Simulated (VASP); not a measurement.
# SiC (Moissanite 3C) (F-43m) in VASP: density of states with PBE

Aim: the density of states of SiC (Moissanite 3C) with PBE.

Everything below comes from runs of VASP 6.6.1. Logs are shortened: lines on timing, memory, paths and dates and some standing lists are left out, and cuts for length are marked.

## Step 1: The cell of the first run

It takes space group F-43m (No. 216, cubic). The conventional cell has a = 4.358 Å, b = 4.358 Å, c = 4.358 Å, α = 90.00°, β = 90.00°, γ = 90.00°. Si (site symmetry -43m) has 4 C at 1.89 Å within 2.5 Å. C (site symmetry -43m) has 4 Si at 1.89 Å within 2.5 Å.

## Step 2: Density of states, PBE

Input file POSCAR:

```
SiC
1.0
    3.0815710000      0.0000000000      0.0000000000
    1.5407855000      2.6687187696      0.0000000000
    1.5407855000      0.8895729232      2.5160921854
Si C
1 1
Direct
    0.0000000000      0.0000000000      0.0000000000
    0.2500000000      0.2500000000      0.2500000000
```

Input file INCAR.step1:

```
SYSTEM = SiC
ALGO = Normal ; EDIFF = 1E-6
ENCUT = 520 ; GGA = PE
GGA_COMPAT = .False. ; ISIF = 2
ISMEAR = 0 ; LASPH = .True.
LCHARG = .True. ; LORBIT = 11
LREAL = .False. ; LWAVE = .False.
NBANDS = 11 ; NEDOS = 2001
NELM = 120 ; PREC = Accurate
SIGMA = 0.01
```

Input file KPOINTS.step1:

```
k-points
0
Gamma
  8 8 8
  0 0 0
```

Input file INCAR.step2:

```
SYSTEM = SiC
ALGO = Normal ; EDIFF = 1E-6
ENCUT = 520 ; GGA = PE
GGA_COMPAT = .False. ; ICHARG = 11
ISIF = 2 ; ISMEAR = -5
LASPH = .True. ; LCHARG = .False.
LORBIT = 11 ; LREAL = .False.
LWAVE = .False. ; NEDOS = 2001
NELM = 120 ; PREC = Accurate
SIGMA = 0.01
```

Input file KPOINTS.step2:

```
k-points
0
Gamma
  12 12 12
  0 0 0
```

Potentials or basis: VASP PAW PBE potentials, release 64 (Si, C).

The run is started by

```
$ cat potpaw_PBE.64/Si/POTCAR potpaw_PBE.64/C/POTCAR > POTCAR
$ cp INCAR.step1 INCAR
$ cp KPOINTS.step1 KPOINTS
$ mpirun -np 1 vasp_std > vasp.out
$ cp INCAR.step2 INCAR
$ cp KPOINTS.step2 KPOINTS
$ mpirun -np 1 vasp_std > vasp.out
```

OUTCAR:

```text
SYSTEM = SiC
   EDIFF = 1E-6
   ENCUT = 520
   GGA = PE
   ICHARG = 11
   ISIF = 2
   ISMEAR = -5
   LASPH = .True.
   LORBIT = 11
   LREAL = .False.
   NELM = 120
   PREC = Accurate

 ion  position               nearest neighbor table
   1  0.000  0.000  0.000-   2 1.89   2 1.89   2 1.89   2 1.89
   2  0.250  0.250  0.250-   1 1.89   1 1.89   1 1.89   1 1.89

  LATTYP: Found a face centered cubic cell.
 ALAT       =     4.3579995017

  Lattice vectors:

 A1 = (   3.0815710000,   0.0000000000,   0.0000000000)
 A2 = (   1.5407855000,   2.6687187696,   0.0000000000)
 A3 = (   1.5407855000,   0.8895729232,   2.5160921854)

Analysis of symmetry for initial positions (statically):
=====================================================================
 Subroutine PRICEL returns:
 Original cell was already a primitive cell.

 Routine SETGRP: Setting up the symmetry group for a
 face centered cubic supercell.

 Subroutine GETGRP returns: Found 24 space group operations
 (whereof 24 operations were pure point group operations)
 out of a pool of 48 trial point group operations.

The static configuration has the point symmetry T_d .

Analysis of symmetry for dynamics (positions and initial velocities):
=====================================================================
 Subroutine PRICEL returns:
 Original cell was already a primitive cell.

 Routine SETGRP: Setting up the symmetry group for a
 face centered cubic supercell.

 Subroutine GETGRP returns: Found 24 space group operations
 (whereof 24 operations were pure point group operations)
 out of a pool of 48 trial point group operations.

The dynamic configuration has the point symmetry T_d .

 Subroutine INISYM returns: Found 24 space group operations
 (whereof 24 operations are pure point group operations),
 and found     1 'primitive' translations

----------------------------------------------------------------------------------------

                                     Primitive cell

  volume of cell :      20.6920

  direct lattice vectors                    reciprocal lattice vectors
     3.081571000  0.000000000  0.000000000     0.324509804 -0.187355822 -0.132480573
     1.540785500  2.668718770  0.000000000     0.000000000  0.374711645 -0.132480573
     1.540785500  0.889572923  2.516092185     0.000000000  0.000000000  0.397441718

  length of vectors
     3.081571000  3.081571000  3.081571000     0.397441718  0.397441718  0.397441718

  position of ions in fractional coordinates (direct lattice)
     0.000000000  0.000000000  0.000000000
     0.250000000  0.250000000  0.250000000

  ion indices of the primitive-cell ions
   primitive index   ion index
                 1           1
                 2           2

----------------------------------------------------------------------------------------

 KPOINTS: k-points

Automatic generation of k-mesh.
 Grid dimensions read from file:
 generate k-points for:   12   12   12

 Generating k-lattice:

  Cartesian coordinates                     Fractional coordinates (reciprocal lattice)
     0.027042484 -0.015612985 -0.011040048     0.083333333  0.000000000  0.000000000
     0.000000000  0.031225970 -0.011040048     0.000000000  0.083333333  0.000000000
     0.000000000  0.000000000  0.033120143     0.000000000  0.000000000  0.083333333

  Length of vectors
     0.033120143  0.033120143  0.033120143

  Shift w.r.t. Gamma in fractional coordinates (k-lattice)
     0.000000000  0.000000000  0.000000000

 TETIRR: Found    247 inequivalent tetrahedra from    10368

 Subroutine IBZKPT returns following result:
 ===========================================

 Found     72 irreducible k-points:

 Following reciprocal coordinates:
            Coordinates               Weight
  0.000000  0.000000  0.000000      1.000000
  0.083333 -0.000000  0.000000      8.000000
  0.166667 -0.000000  0.000000      8.000000
  0.250000 -0.000000 -0.000000      8.000000
  0.333333 -0.000000  0.000000      8.000000
  0.416667 -0.000000  0.000000      8.000000
[... 16 lines left out ...]
  0.500000  0.166667  0.000000     24.000000
 -0.416667  0.166667 -0.000000     24.000000
 [... further k-points ...]
   k-points           NKPTS =     72   k-points in BZ     NKDIM =     72   number of bands    NBANDS=      8
   number of dos      NEDOS =   2001   number of ions     NIONS =      2
   total plane-waves  NPLWV =  13824
   dimension x,y,z NGX =    24 NGY =   24 NGZ =   24
   dimension x,y,z NGXF=    48 NGYF=   48 NGZF=   48
   ions per type =               1   1
   NGX,Y,Z   is equivalent  to a cutoff of  12.95, 12.95, 12.95 a.u.
   NGXF,Y,Z  is equivalent  to a cutoff of  25.90, 25.90, 25.90 a.u.
 SYSTEM =  SiC
   PREC   = accura    normal or accurate (medium, high low for compatibility)
   ISTART =      0    job   : 0-new  1-cont  2-samecut
   ICHARG =     11    charge: 1-file 2-atom 10-const
   ISPIN  =      1    spin polarized calculation?
   LNONCOLLINEAR =      F non collinear calculations
   LSORBIT =      F    spin-orbit coupling
   LASPH  =      T    aspherical Exc in radial PAW
   ENCUT  =  520.0 eV  38.22 Ry    6.18 a.u.   5.73  5.73  5.73*2*pi/ulx,y,z
   NELM   =    120;   NELMIN=  2; NELMDL=  0     # of ELM steps
   EDIFF  = 0.1E-05   stopping-criterion for ELM
   LREAL  =      F    real-space projection
   EDIFFG = 0.1E-04   stopping-criterion for IOM
   NSW    =      0    number of steps for IOM
   IBRION =     -1    ionic relax: 0-MD 1-quasi-New 2-CG
   NFREE  =      0    steps in history (QN), initial steepest desc. (CG)
   ISIF   =      2    stress and relaxation
   ISYM   =      2    0-nonsym 1-usesym 2-fastsym
   POTIM  = 0.5000    time-step for ionic-motion
   TEBEG  =    0.0;   TEEND  =   0.0 temperature during run
   PSTRESS=    0.0 pullay stress
   NELECT =       8.0000    total number of electrons
   NUPDOWN=      -1.0000    fix difference up-down
   EMIN   =  10.00;   EMAX   =-10.00  energy-range for DOS
   EFERMI =   0.00;   METHOD = LEGACY
   ISMEAR =    -5;   SIGMA  =   0.01  broadening in eV -4-tet -1-fermi 0-gaus
   EFERMI_NEDOS =   21; number of points for ismear=-14 and -15
   IALGO  =     38    algorithm
   IMIX   =      4    mixing-type and parameters
     AMIX     =   0.40;   BMIX     =  1.00
     AMIX_MAG =   1.60;   BMIX_MAG =  1.00
  volume/ion in A,a.u.               =      10.35        69.82
  Fermi-wavevector in a.u.,A,eV,Ry     =   1.192626  2.253737 19.352342  1.422357
  Thomas-Fermi vector in A             =   2.328660
   LORBIT       =     11    0 simple, 1 ext, 2 COOP (PROOUT), +10 PAW based schemes
   GGA     = PE    functional components
   LHFCALC =     F    Hartree Fock is set to
   AEXX    =    0.0000 exact exchange contribution
   IVDW    =     0    specifies the selected vdW correction
   LEPSILON=     F    determine dielectric tensor
   LRPA    =     F    only Hartree local field effects (RPA)
 non-spin polarized calculation
 Fermi weights with tetrahedron method with Bloechl corrections
  energy-cutoff  :      520.00
  volume of cell :       20.69
 maximum number of plane-waves:       568

 number of electron       8.0000001 magnetization

 Free energy of the ion-electron system (eV)
  ---------------------------------------------------
  ext. energy  EPLUGINS =         0.00000000
  ---------------------------------------------------
  free energy    TOTEN  =       -15.05784204 eV

  energy without entropy =      -15.05784204  energy(sigma->0) =      -15.05784204

 E-fermi :   8.1190     XC(G=0): -11.3559

 val. band max:        8.1079505937   @ k =   0.0000   0.0000   0.0000
 cond. band min:       9.4641275384   @ k =   0.5000   0.5000   0.0000
 fundamental gap:      1.3561769447
 Fermi energy:         8.1190438616

 k-point     1 :       0.0000    0.0000    0.0000
  band No.  band energies     occupation
      1      -7.2958      2.00000
      2       8.1080      2.00000
      3       8.1080      2.00000
      4       8.1080      2.00000
      5      14.3418      0.00000
      6      15.4145      0.00000
      7      15.4145      0.00000
      8      15.4145      0.00000

 k-point     2 :       0.0833   -0.0000    0.0000
  band No.  band energies     occupation
      1      -7.1599      2.00000
      2       7.3813      2.00000
      3       8.0131      2.00000
      4       8.0131      2.00000
      5      14.5815      0.00000
      6      15.5679      0.00000
      7      15.5904      0.00000
      8      15.5904      0.00000

 k-point     3 :       0.1667   -0.0000    0.0000
  band No.  band energies     occupation
      1      -6.7565      2.00000
      2       5.7378      2.00000
      3       7.7782      2.00000
      4       7.7782      2.00000
      5      14.4511      0.00000
      6      15.9327      0.00000
      7      15.9327      0.00000
      8      16.4608      0.00000

 k-point     4 :       0.2500   -0.0000   -0.0000
  band No.  band energies     occupation
      1      -6.1002      2.00000
      2       3.8164      2.00000
      3       7.5022      2.00000
      4       7.5022      2.00000
      5      14.0973      0.00000
      6      16.0158      0.00000
      7      16.0158      0.00000
      8      17.4607      0.00000

 k-point     5 :       0.3333   -0.0000    0.0000
  band No.  band energies     occupation
      1      -5.2301      2.00000
      2       1.9339      2.00000
      3       7.2646      2.00000
      4       7.2646      2.00000
      5      13.7939      0.00000
      6      15.7508      0.00000
      7      15.7508      0.00000
      8      18.0263      0.00000
[... 177 lines left out ...]
 k-point    22 :       0.4167    0.1667    0.0000
  band No.  band energies     occupation
      1      -4.4657      2.00000
      2       1.6604      2.00000
      3       5.7933      2.00000
      4       6.2764      2.00000
      5      12.8906      0.00000
      6      16.0209      0.00000
      7      17.4025      0.00000
      8      17.5987      0.00000

 k-point    23 :       0.5000    0.1667    0.0000
  band No.  band energies     occupation
      1      -3.5870      2.00000
      2       0.3388      2.00000
      3       5.3355      2.00000
      4       6.3576      2.00000
      5      12.9458      0.00000
      6      15.9332      0.00000
      7      16.9677      0.00000
      8      18.7506      0.00000

 k-point    24 :      -0.4167    0.1667   -0.0000
  band No.  band energies     occupation
      1      -3.4067      2.00000
      2       0.0997      2.00000
      3       5.0222      2.00000
      4       6.5968      2.00000
      5      13.2530      0.00000
      6      15.8402      0.00000
      7      16.6498      0.00000
      8      19.2859      0.00000

 [... further k-points ...]
[... 5 lines left out ...]
  --------------------------------------------------------------------------------------
  -------------------------------------------------------------------------------------
  Total        0.4104765      0.4104765      0.4104765      0.0000000      0.0000000     -0.0000000
  in kB       31.7831803     31.7831803     31.7831803      0.0000000      0.0000000     -0.0000000
  external PRESSURE =      31.7831803 kB  Pullay stress =       0.0000000 kB

 VOLUME and BASIS-vectors are now :
 -----------------------------------------------------------------------------
  energy-cutoff  :      520.00
  volume of cell :       20.69
      direct lattice vectors                 reciprocal lattice vectors
     3.081571000  0.000000000  0.000000000     0.324509804 -0.187355822 -0.132480573
     1.540785500  2.668718770  0.000000000     0.000000000  0.374711645 -0.132480573
     1.540785500  0.889572923  2.516092185     0.000000000  0.000000000  0.397441718

 POSITION                                       TOTAL-FORCE (eV/Angst)
 -----------------------------------------------------------------------------------
      0.00000      0.00000      0.00000        -0.000000      0.000000     -0.000000
      1.54079      0.88957      0.62902         0.000000     -0.000000      0.000000
 -----------------------------------------------------------------------------------
    total drift:                                0.000000      0.000000      0.000000

  FREE ENERGIE OF THE ION-ELECTRON SYSTEM (eV)
  ---------------------------------------------------
  free  energy   TOTEN  =       -15.0578420390 eV

  energy  without entropy=      -15.0578420390  energy(sigma->0) =      -15.05784204

 total charge

# of ion       s       p       d       tot
------------------------------------------
    1        0.708   0.972   0.000   1.680
    2        0.837   1.709   0.000   2.546
--------------------------------------------------
tot          1.545   2.681   0.000   4.226
```

Run time: 28 s. Hardware: 1 thread of AMD EPYC 7R13, shared host; peak memory 0.1 GiB.

Results:

```
Valence electrons inside the program's atomic spheres : Si 1.68; C 2.55
```

Levels at points of the mesh, in eV from the valence-band top:
| k point | band 1 | band 2 | band 3 | band 4 | band 5 | band 6 | band 7 | band 8 |
| --- | --- | --- | --- | --- | --- | --- | --- | --- |
| (0.00, 0.00, 0.00) | -15.40 | 0.00 | 0.00 | 0.00 | 6.23 | 7.31 | 7.31 | 7.31 |
| (0.50, 0.00, 0.00) | -11.84 | -8.53 | -1.05 | -1.05 | 5.43 | 7.23 | 7.23 | 10.05 |
| (0.50, 0.50, 0.00) | -10.39 | -7.80 | -3.19 | -3.19 | 1.36 | 4.32 | 14.03 | 14.04 |
